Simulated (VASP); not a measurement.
A run of VASP 6.6.1:

The input INCAR:

```
SYSTEM = Pb
  ALGO = Normal
  EDIFF = 1E-6
  ENCUT = 520
  ISIF = 2
  ISMEAR = 0
  LASPH = .True.
  LCHARG = .False.
  LREAL = .False.
  LWAVE = .False.
  NBANDS = 21
  NELM = 80
  PREC = Accurate
  SIGMA = 0.05
```

The input KPOINTS:

```
k-points
0
Gamma
  18 18 8
  0 0 0
```

The input POSCAR:

```
Pb
1.0
    3.4800000000      0.0000000000      0.0000000000
   -1.7400000000      3.0137684100      0.0000000000
    0.0000000000      0.0000000000      5.5900000000
Pb
2
Direct
    0.3333333300      0.6666666700      0.2500000000
    0.6666666700      0.3333333300      0.7500000000
```

Potentials or basis: VASP PAW LDA potentials, release 64 (Pb_d).

Run with:

```sh
$ cat potpaw_LDA.64/Pb_d/POTCAR > POTCAR
$ mpirun -np 1 vasp_std > vasp.out
```

Hardware: 1 thread of AMD EPYC 7R43 64-Core Processor (Zen 3) (shared host).

Q: Estimate the wall time of this run.

A: Wall time 3.4 min on 1 thread of AMD EPYC 7R43 64-Core Processor (Zen 3), on a shared host, peak memory 0.25 GiB. Counts: scf iterations 10, k points 185.
